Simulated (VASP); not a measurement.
GaSe:

```
Ga Se
1.0
     3.77653    0.00000    0.00000
    -1.88827    3.27057    0.00000
     0.00000    0.00000   18.02916
Ga Se
4 4
Direct
  0.33333 0.66667 0.18223
  0.66667 0.33333 0.68223
  0.33333 0.66667 0.31777
  0.66667 0.33333 0.81777
  0.33333 0.66667 0.61789
  0.66667 0.33333 0.11789
  0.33333 0.66667 0.88211
  0.66667 0.33333 0.38211
```

```yaml
Program: VASP 6.6.1
Task: relaxation of shape and atoms at fixed volume
Functional: PBE
Potentials_or_basis: VASP PAW PBE potentials, release 64 (Ga_d, Se)
Cutoff: 500 eV
k_mesh: 12 × 12 × 2
Occupations: gaussian, width 0.02 eV
Spin: no spin polarisation
```

At the start: pressure 1.6 GPa; volume 27.84 Å³/atom.

Task: How do energy, volume and symmetry change on relaxing?

Result: Over 10 steps the energy falls by 4.3 meV/atom; space group P6_3/mmc (No. 194, to 0.1 Å) before and after.

Step by step:
| step | energy change (eV) | largest force (eV/Å) | pressure (GPa) | volume (Å³) |
| --- | --- | --- | --- | --- |
| 1 | 0.0000 | 0.2594 | 1.63 | 222.69 |
| 2 | -0.0097 | 0.1320 | 1.31 | 222.69 |
| 3 | -0.0107 | 0.2091 | 1.17 | 222.69 |
| 4 | -0.0185 | 0.1398 | 0.94 | 222.69 |
| 5 | -0.0228 | 0.0370 | 0.56 | 222.69 |
| 6 | -0.0300 | 0.0239 | 0.37 | 222.69 |
| 7 | -0.0345 | 0.0256 | 0.04 | 222.69 |
| 8 | -0.0346 | 0.0240 | 0.06 | 222.69 |
| 9 | -0.0346 | 0.0258 | 0.06 | 222.69 |
| 10 | -0.0347 | 0.0098 | 0.07 | 222.69 |

Final structure:
```xyz
8
Lattice="3.8149 0.0000 0.0000 -1.9074 3.3038 0.0000 0.0000 0.0000 17.6685" Properties=species:S:1:pos:R:3 pbc="T T T"
Ga    0.0000    2.2025    3.1825
Ga    1.9074    1.1013   12.0167
Ga    0.0000    2.2025    5.6518
Ga    1.9074    1.1013   14.4860
Se    0.0000    2.2025   10.8411
Se    1.9074    1.1013    2.0068
Se    0.0000    2.2025   15.6617
Se    1.9074    1.1013    6.8274
```

Caveat: this functional lacks dispersion, which binds layers or chains, so the pressure and a relaxed spacing across them are unreliable.
